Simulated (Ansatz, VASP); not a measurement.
**AlN in VASP and in Ansatz**

```xyz
4
Lattice="3.5026 0.0000 0.0000 -1.7513 3.0334 0.0000 0.0000 0.0000 4.1194" Properties=species:S:1:pos:R:3 pbc="T T T"
Al    0.0000    2.0222    3.0896
Al    1.7513    1.0111    1.0299
N     0.0000    2.0222    1.0299
N     1.7513    1.0111    3.0896
```

Alike in both runs: task single point; functional PBEsol; k mesh 9 × 9 × 6; occupations gaussian, width 0.05 eV; no spin polarisation.

```csv
,VASP,Ansatz
version,VASP 6.6.1,Ansatz 0.2.0
potentials or method,"VASP PAW PBE potentials, release 64 (Al, N), cutoff 520 eV","scalar-relativistic, plane waves, PAW"
valence electrons in the cell,16,16
```

Ansatz gave:

```
gap on the k mesh at the Fermi level (eV)                     : 2.76
least direct gap on the mesh (eV)                             : 2.76
pressure (GPa)                                                : -19.5
traceless stress, the component that is largest in VASP (GPa) : 6.07
```

Task: What did VASP give for the same quantities?

Result: gap on the k mesh at the Fermi level (eV): 2.76; least direct gap on the mesh (eV): 2.76; pressure (GPa): -19.5; traceless stress, the component that is largest in VASP (GPa): 6.13.

VASP's potentials were made for PBE, not for PBEsol, and Ansatz warns of the same on its side. With one functional, cell and mesh, what is left measures potentials, basis and numerics.
